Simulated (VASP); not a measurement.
Set up this calculation in VASP 6.6.1, as the native input.

- Task: relaxation of cell and atoms
- Functional: HSE06
- Potentials or basis: VASP PAW PBE potentials, release 64 (Cu, N)
- Cutoff: 600 eV
- k mesh: 4 × 4 × 4
- Occupations: fermi-dirac, width 0.02 eV
- Spin: no spin polarisation
- Dipole correction: no
- Grid for exact exchange (PRECFOCK): Normal
- Further INCAR settings: ALGO = Normal; EDIFF = 1e-07; IBRION = 2; EDIFFG = -0.005; NSW = 80; ISIF = 3
- Share of exact exchange: 0.25
- Screening parameter: 0.2079 1/Å

The system is Cu3N.

```
CELL_PARAMETERS angstrom
3.78937 0.00000 0.00000
0.00000 3.78937 0.00000
0.00000 0.00000 3.78937
ATOMIC_POSITIONS crystal
Cu 0.50000 0.00000 0.00000
Cu 0.00000 0.50000 0.00000
Cu 0.00000 0.00000 0.50000
N 0.00000 0.00000 0.00000
```

The input as run:

POSCAR

```
Cu3N
1.0
    3.7893700930      0.0000000000      0.0000000000
    0.0000000000      3.7893700930      0.0000000000
    0.0000000000      0.0000000000      3.7893700930
Cu N
3 1
Direct
    0.5000000000      0.0000000000      0.0000000000
    0.0000000000      0.5000000000      0.0000000000
    0.0000000000      0.0000000000      0.5000000000
    0.0000000000      0.0000000000      0.0000000000
```

INCAR.step1

```
PREC = Accurate
ENCUT = 600
EDIFF = 1E-5
ISMEAR = -1
SIGMA = 0.02
LREAL = F
LASPH = T
NELM = 120
ALGO = Normal
LWAVE = T
LCHARG = F
GGA = PE
NBANDS = 27
GGA_COMPAT = F
IBRION = 2
ISIF = 3
EDIFFG = -0.005
NELMIN = 4
NSW = 100
KPAR = 4
```

INCAR.step2

```
PREC = Accurate
ENCUT = 600
EDIFF = 1E-7
ISMEAR = -1
SIGMA = 0.02
LREAL = F
LASPH = T
NELM = 120
ALGO = Normal
ISIF = 3
LWAVE = F
LCHARG = F
GGA = PE
LHFCALC = T
HFSCREEN = 0.2079
PRECFOCK = Normal
IBRION = 2
NSW = 80
EDIFFG = -0.005
ISTART = 1
GGA_COMPAT = F
NELMIN = 4
KPAR = 4
```

KPOINTS

```
regular mesh
0
Gamma
  4 4 4
```

Potentials or basis: VASP PAW PBE potentials, release 64 (Cu, N).

Command:

```sh
$ cat potpaw_PBE.64/Cu/POTCAR potpaw_PBE.64/N/POTCAR > POTCAR
$ cp INCAR.step1 INCAR
$ mpirun -np 4 vasp_std > vasp.out
$ cp INCAR.step2 INCAR
$ mpirun -np 4 vasp_std > vasp.out
```

It gave:

- Relaxed volume: 14.04 Å³/atom
- Relaxed cell: a = 3.830 Å, b = 3.830 Å, c = 3.830 Å, α = 90.00°, β = 90.00°, γ = 90.00°
- Space group after relaxing (to 0.1 Å): Pm-3m (No. 221)
- Energy gained by relaxing: 5.3 meV/atom
- Ionic steps: 3
- Pressure after relaxing: 0.0 GPa
- Band gap on the k mesh: 1.03 eV (least direct gap 1.74 eV)

Caveat: the PAW data sets were made with another functional, which shifts forces and pressure a little.

It took 51 min on 4 MPI ranks on Intel(R) Xeon(R) 6975P-C (Granite Rapids) (shared host), peak memory 0.29 GiB a rank.
